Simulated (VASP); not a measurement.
# Hg (I4_1/amd) in VASP: a series of runs

Runs on Hg. Level: PBE. Tasks: single point.

Program: VASP 6.6.1. These are calculated values, not measurements. Logs are shortened: lines on timing, memory, paths and dates and some standing lists are left out, and cuts for length are marked.

## 1. The cell of the first run

It takes space group I4_1/amd (No. 141, tetragonal). The conventional cell has a = 4.648 Å, b = 4.648 Å, c = 2.412 Å, α = 90.00°, β = 90.00°, γ = 90.00°. Within 3.2 Å of Hg (site symmetry -4m2) lie 10 Hg at 2.40 to 2.95 Å.

## 2. Single point, PBE

INCAR reads:

```
SYSTEM = Hg
PREC     = Accurate       ! precision mode
ENCUT    = 550            ! plane-wave cutoff, eV
EDIFF    = 1E-6           ! SCF threshold, eV
ISMEAR   = -1             ! smearing method
SIGMA    = 0.1            ! smearing width, eV
LREAL    = .False.        ! projectors in reciprocal space
LASPH    = .True.         ! aspherical terms in the spheres
NELM     = 120            ! most SCF steps
ALGO     = Normal         ! electronic algorithm
ISIF     = 2              ! what is computed and relaxed
LWAVE    = .False.        ! write WAVECAR
LCHARG   = .True.         ! write CHGCAR
GGA      = PE             ! functional
LELF     = .True.         ! ELF
LVHAR    = .True.       
NBANDS   = 27             ! bands
GGA_COMPAT= .False.
```

KPOINTS reads:

```
regular mesh
0
Gamma
  14 14 14
  0 0 0
```

POSCAR reads:

```
Hg
1.0
   -2.3242176072      2.3242176072      1.2062268998
    2.3242176072     -2.3242176072      1.2062268998
    2.3242176072      2.3242176072     -1.2062268998
Hg
2
Direct
   -0.3750000000     -0.1250000000     -0.2500000000
    0.3750000000      0.1250000000      0.2500000000
```

Potentials or basis: VASP PAW PBE potentials, release 64 (Hg_sv_GW).

On the command line:

```console
cat potpaw_PBE.64/Hg_sv_GW/POTCAR > POTCAR
mpirun -np 1 vasp_std > vasp.out
```

OUTCAR:

```text
SYSTEM = Hg
   PREC = Accurate
   ENCUT = 550
   EDIFF = 1E-6
   ISMEAR = -1
   LREAL = .False.
   LASPH = .True.
   NELM = 120
   ISIF = 2
   GGA = PE

 ion  position               nearest neighbor table
   1  0.625  0.875  0.750-   2 2.40   2 2.40   2 2.40   2 2.40   2 2.95   2 2.95   2 2.95   2 2.95

   2  0.375  0.125  0.250-   1 2.40   1 2.40   1 2.40   1 2.40   1 2.95   1 2.95   1 2.95   1 2.95

  LATTYP: Found a body centered tetragonal cell.
 ALAT       =     4.6484352144
 C/A-ratio  =     0.5189819129

  Lattice vectors:

 A1 = (  -2.3242176072,   2.3242176072,   1.2062268998)
 A2 = (   2.3242176072,  -2.3242176072,   1.2062268998)
 A3 = (   2.3242176072,   2.3242176072,  -1.2062268998)

Analysis of symmetry for initial positions (statically):
=====================================================================
 Subroutine PRICEL returns:
 Original cell was already a primitive cell.

 Routine SETGRP: Setting up the symmetry group for a
 body centered tetragonal supercell.

 Subroutine GETGRP returns: Found 16 space group operations
 (whereof  4 operations were pure point group operations)
 out of a pool of 16 trial point group operations.

The static configuration has the point symmetry C_2h.
 The point group associated with its full space group is D_4h.

Analysis of symmetry for dynamics (positions and initial velocities):
=====================================================================
 Subroutine PRICEL returns:
 Original cell was already a primitive cell.

 Routine SETGRP: Setting up the symmetry group for a
 body centered tetragonal supercell.

 Subroutine GETGRP returns: Found 16 space group operations
 (whereof  4 operations were pure point group operations)
 out of a pool of 16 trial point group operations.

The dynamic configuration has the point symmetry C_2h.
 The point group associated with its full space group is D_4h.

 Subroutine INISYM returns: Found 16 space group operations
 (whereof  4 operations are pure point group operations),
 and found     1 'primitive' translations

----------------------------------------------------------------------------------------

                                     Primitive cell

  volume of cell :      26.0641

  direct lattice vectors                    reciprocal lattice vectors
    -2.324217607  2.324217607  1.206226900     0.000000000  0.215126156  0.414515710
     2.324217607 -2.324217607  1.206226900     0.215126156  0.000000000  0.414515710
     2.324217607  2.324217607 -1.206226900     0.215126156  0.215126156  0.000000000

  length of vectors
     3.501279524  3.501279524  3.501279524     0.467014493  0.467014493  0.304234328

  position of ions in fractional coordinates (direct lattice)
     0.625000000  0.875000000  0.750000000
     0.375000000  0.125000000  0.250000000

  ion indices of the primitive-cell ions
   primitive index   ion index
                 1           1
                 2           2

----------------------------------------------------------------------------------------

 KPOINTS: regular mesh

Automatic generation of k-mesh.
 Grid dimensions read from file:
 generate k-points for:   14   14   14

 Generating k-lattice:

  Cartesian coordinates                     Fractional coordinates (reciprocal lattice)
     0.000000000  0.015366154  0.029608265     0.071428571  0.000000000 -0.000000000
     0.015366154  0.000000000  0.029608265     0.000000000  0.071428571 -0.000000000
     0.015366154  0.015366154  0.000000000     0.000000000  0.000000000  0.071428571

  Length of vectors
     0.033358178  0.033358178  0.021731023

  Shift w.r.t. Gamma in fractional coordinates (k-lattice)
     0.000000000  0.000000000  0.000000000

 Subroutine IBZKPT returns following result:
 ===========================================

 Found    244 irreducible k-points:

 Following reciprocal coordinates:
            Coordinates               Weight
  0.000000  0.000000  0.000000      1.000000
  0.071429  0.000000  0.000000      8.000000
  0.142857  0.000000  0.000000      8.000000
  0.214286  0.000000 -0.000000      8.000000
  0.285714  0.000000  0.000000      8.000000
  0.357143  0.000000 -0.000000      8.000000
[... 16 lines left out ...]
  0.214286  0.142857 -0.000000     16.000000
  0.285714  0.142857 -0.000000     16.000000
 [... further k-points ...]
   k-points           NKPTS =    244   k-points in BZ     NKDIM =    244   number of bands    NBANDS=     27
   number of dos      NEDOS =    301   number of ions     NIONS =      2
   total plane-waves  NPLWV =  21952
   dimension x,y,z NGX =    28 NGY =   28 NGZ =   28
   dimension x,y,z NGXF=    56 NGYF=   56 NGZF=   56
   ions per type =               2
   NGX,Y,Z   is equivalent  to a cutoff of  13.29, 13.29, 13.29 a.u.
   NGXF,Y,Z  is equivalent  to a cutoff of  26.59, 26.59, 26.59 a.u.
 SYSTEM =  Hg
   PREC   = accura    normal or accurate (medium, high low for compatibility)
   ISTART =      0    job   : 0-new  1-cont  2-samecut
   ICHARG =      2    charge: 1-file 2-atom 10-const
   ISPIN  =      1    spin polarized calculation?
   LNONCOLLINEAR =      F non collinear calculations
   LSORBIT =      F    spin-orbit coupling
   LASPH  =      T    aspherical Exc in radial PAW
   ENCUT  =  550.0 eV  40.42 Ry    6.36 a.u.   6.70  6.70  6.70*2*pi/ulx,y,z
   NELM   =    120;   NELMIN=  2; NELMDL= -5     # of ELM steps
   EDIFF  = 0.1E-05   stopping-criterion for ELM
   LREAL  =      F    real-space projection
   EDIFFG = 0.1E-04   stopping-criterion for IOM
   NSW    =      0    number of steps for IOM
   IBRION =     -1    ionic relax: 0-MD 1-quasi-New 2-CG
   NFREE  =      0    steps in history (QN), initial steepest desc. (CG)
   ISIF   =      2    stress and relaxation
   ISYM   =      2    0-nonsym 1-usesym 2-fastsym
   POTIM  = 0.5000    time-step for ionic-motion
   TEBEG  =    0.0;   TEEND  =   0.0 temperature during run
   PSTRESS=    0.0 pullay stress
   NELECT =      40.0000    total number of electrons
   NUPDOWN=      -1.0000    fix difference up-down
   EMIN   =  10.00;   EMAX   =-10.00  energy-range for DOS
   EFERMI =   0.00;   METHOD = LEGACY
   ISMEAR =    -1;   SIGMA  =   0.10  broadening in eV -4-tet -1-fermi 0-gaus
   EFERMI_NEDOS =   21; number of points for ismear=-14 and -15
   IALGO  =     38    algorithm
   IMIX   =      4    mixing-type and parameters
     AMIX     =   0.40;   BMIX     =  1.00
     AMIX_MAG =   1.60;   BMIX_MAG =  1.00
  volume/ion in A,a.u.               =      13.03        87.94
  Fermi-wavevector in a.u.,A,eV,Ry     =   1.888342  3.568449 48.516134  3.565835
  Thomas-Fermi vector in A             =   2.930179
   LORBIT       =      0    0 simple, 1 ext, 2 COOP (PROOUT), +10 PAW based schemes
   GGA     = PE    functional components
   LHFCALC =     F    Hartree Fock is set to
   AEXX    =    0.0000 exact exchange contribution
   IVDW    =     0    specifies the selected vdW correction
   LEPSILON=     F    determine dielectric tensor
   LRPA    =     F    only Hartree local field effects (RPA)
 non-spin polarized calculation
  energy-cutoff  :      550.00
  volume of cell :       26.06
 maximum number of plane-waves:       784
   NGX = 13   NGY = 13   NGZ = 13

 number of electron      40.0000013 magnetization

 Free energy of the ion-electron system (eV)
  ---------------------------------------------------
  ext. energy  EPLUGINS =         0.00000000
  ---------------------------------------------------
  free energy    TOTEN  =         8.31906576 eV

  energy without entropy =        8.34129977  energy(sigma->0) =        8.33018277

 E-fermi :  16.5824     XC(G=0): -15.1564

 val. band max:       16.5820511595   @ k =  -0.3571  -0.3571   0.2857
 cond. band min:      16.5824745730   @ k =  -0.4286   0.5000   0.2857
 fundamental gap:      0.0004234135
 Fermi energy:        16.5824486076

 k-point     1 :       0.0000    0.0000    0.0000
  band No.  band energies     occupation
      1    -101.8331      2.00000
      2    -101.7488      2.00000
      3     -50.5296      2.00000
      4     -50.5296      2.00000
      5     -49.9585      2.00000
      6     -49.9562      2.00000
[... 19 lines left out ...]
     26      35.7353      0.00000
     27      35.7618      0.00000

 k-point     2 :       0.0714    0.0000    0.0000
  band No.  band energies     occupation
      1    -101.8303      2.00000
      2    -101.7478      2.00000
      3     -50.5266      2.00000
      4     -50.5184      2.00000
      5     -49.9965      2.00000
      6     -49.9834      2.00000
[... 19 lines left out ...]
     26      33.4111      0.00000
     27      33.9547      0.00000

 k-point     3 :       0.1429    0.0000    0.0000
  band No.  band energies     occupation
      1    -101.8225      2.00000
      2    -101.7450      2.00000
      3     -50.5184      2.00000
      4     -50.4876      2.00000
      5     -50.0854      2.00000
      6     -50.0720      2.00000
[... 19 lines left out ...]
     26      30.5650      0.00000
     27      32.1564      0.00000

 k-point     4 :       0.2143    0.0000   -0.0000
  band No.  band energies     occupation
      1    -101.8109      2.00000
      2    -101.7413      2.00000
      3     -50.5064      2.00000
      4     -50.4464      2.00000
      5     -50.2137      2.00000
      6     -50.1905      2.00000
[... 19 lines left out ...]
     26      30.5405      0.00000
     27      30.8350      0.00000
[... 516 lines left out ...]
      4     -50.4616      2.00000
      5     -50.3313      2.00000
      6     -50.3306      2.00000
[... 19 lines left out ...]
     26      28.9495      0.00000
     27      29.7676      0.00000

 k-point    23 :       0.2143    0.1429   -0.0000
  band No.  band energies     occupation
      1    -101.7886      2.00000
      2    -101.7314      2.00000
      3     -50.5256      2.00000
      4     -50.4721      2.00000
      5     -50.4241      2.00000
      6     -50.3715      2.00000
[... 19 lines left out ...]
     26      28.0294      0.00000
     27      29.2101      0.00000

 k-point    24 :       0.2857    0.1429   -0.0000
  band No.  band energies     occupation
      1    -101.7783      2.00000
      2    -101.7311      2.00000
      3     -50.6000      2.00000
      4     -50.5457      2.00000
      5     -50.4310      2.00000
      6     -50.3341      2.00000
[... 19 lines left out ...]
     26      28.4805      0.00000
     27      30.5699      0.00000

 [... further k-points ...]

------------------------ aborting loop because EDIFF is reached ----------------------------------------

  FORCE on cell =-STRESS in cart. coord.  units (eV):
  Direction    XX          YY          ZZ          XY          YZ          ZX
  --------------------------------------------------------------------------------------
  -------------------------------------------------------------------------------------
  Total       35.6046182     35.6046182     35.6078161      0.0000000      0.0000000     -0.0000000
  in kB     2188.6400419   2188.6400419   2188.8366204      0.0000000      0.0000000     -0.0000000
  external PRESSURE =    2188.7055681 kB  Pullay stress =       0.0000000 kB

 VOLUME and BASIS-vectors are now :
 -----------------------------------------------------------------------------
  energy-cutoff  :      550.00
  volume of cell :       26.06
      direct lattice vectors                 reciprocal lattice vectors
    -2.324217607  2.324217607  1.206226900     0.000000000  0.215126156  0.414515710
     2.324217607 -2.324217607  1.206226900     0.215126156  0.000000000  0.414515710
     2.324217607  2.324217607 -1.206226900     0.215126156  0.215126156  0.000000000

 POSITION                                       TOTAL-FORCE (eV/Angst)
 -----------------------------------------------------------------------------------
      2.32422      1.16211      0.90467         0.000000      0.000000     -0.000000
     -0.00000      1.16211      0.30156        -0.000000     -0.000000      0.000000
 -----------------------------------------------------------------------------------
    total drift:                                0.000000      0.000000     -0.000000

  FREE ENERGIE OF THE ION-ELECTRON SYSTEM (eV)
  ---------------------------------------------------
  free  energy   TOTEN  =         8.3190657597 eV

  energy  without entropy=        8.3412997729  energy(sigma->0) =        8.33018277
```

It took 3.5 min on 1 thread of AMD EPYC 7R43 (Zen 3), shared host; peak memory 0.27 GiB.

What came out:

* Free energy: 8.3191 eV
* Pressure: 218.9 GPa
* Band gap on the k mesh: zero (bands 20 and 21 overlap by 6.31 eV)

Levels at points of the mesh, in eV from the Fermi level:
| k point | band 17 | band 18 | band 19 | band 20 | band 21 | band 22 | band 23 | band 24 |
| --- | --- | --- | --- | --- | --- | --- | --- | --- |
| (0.00, 0.00, 0.00) | -9.04 | -7.58 | -6.15 | -0.33 | -0.33 | 6.63 | 10.46 | 11.98 |
| (0.50, 0.00, 0.00) | -8.10 | -7.62 | -3.84 | -0.48 | 1.87 | 3.20 | 6.78 | 9.48 |
| (0.50, 0.50, 0.00) | -8.35 | -8.35 | -8.04 | -8.04 | 7.33 | 7.33 | 8.75 | 8.75 |
| (0.50, 0.50, 0.50) | -8.81 | -8.81 | -6.86 | -6.86 | -1.45 | -1.45 | 15.06 | 15.06 |

Caveat: the cell stands under pressure; spin-orbit coupling is left out, which moves the levels of the heavy elements.

## 3. Single point, PBE

This run uses another cell than the first one, of 21.72 Å³/atom.

INCAR reads:

```
SYSTEM = Hg
  ALGO = Normal
  EDIFF = 1E-6
  ENCUT = 520
  GGA = PE
  ISIF = 2
  ISMEAR = -1
  LASPH = .True.
  LCHARG = .False.
  LREAL = .False.
  LWAVE = .False.
  NBANDS = 19
  NELM = 100
  PREC = Accurate
  SIGMA = 0.1
```

KPOINTS reads:

```
k-points
0
Gamma
  14 14 14
  0 0 0
```

POSCAR reads:

```
Hg
1.0
   -2.7450278790      2.7450278790      1.4412449999
    2.7450278790     -2.7450278790      1.4412449999
    2.7450278790      2.7450278790     -1.4412449999
Hg
2
Direct
   -0.3750000000     -0.1250000000     -0.2500000000
    0.3750000000      0.1250000000      0.2500000000
```

Potentials or basis: VASP PAW PBE potentials, release 64 (Hg).

On the command line:

```console
cat potpaw_PBE.64/Hg/POTCAR > POTCAR
mpirun -np 1 vasp_std > vasp.out
```

It took 4.4 min on 1 thread of AMD EPYC 9755, shared host; peak memory 0.25 GiB.

Results (log left out):

* Free energy: 0.1367 eV
* Pressure: 15.5 GPa
* Band gap on the k mesh: zero (bands 12 and 13 overlap by 5.56 eV)

Stress tensor (GPa, compression positive):
```
15.59  0.00  0.00
 0.00 15.59  0.00
 0.00  0.00 15.46
```

Levels at points of the mesh, in eV from the Fermi level:
```
           k point  band 10  band 11  band 12  band 13  band 14  band 15
(0.00, 0.00, 0.00)    -6.05    -5.44     1.57     1.57     2.36     8.43
(0.50, 0.00, 0.00)    -5.77    -2.04    -1.63     2.41     3.44     3.57
(0.50, 0.50, 0.00)    -6.28    -5.83    -5.83     6.18     6.18     6.97
(0.50, 0.50, 0.50)    -6.51    -2.59    -2.59    -2.33    -2.33    12.29
```

Caveat: the cell stands under pressure; spin-orbit coupling is left out, which moves the levels of the heavy elements.

(Part 1 of 2 ends here.)

The gap in the log of VASP goes by the Fermi energy; the results here count the filled bands.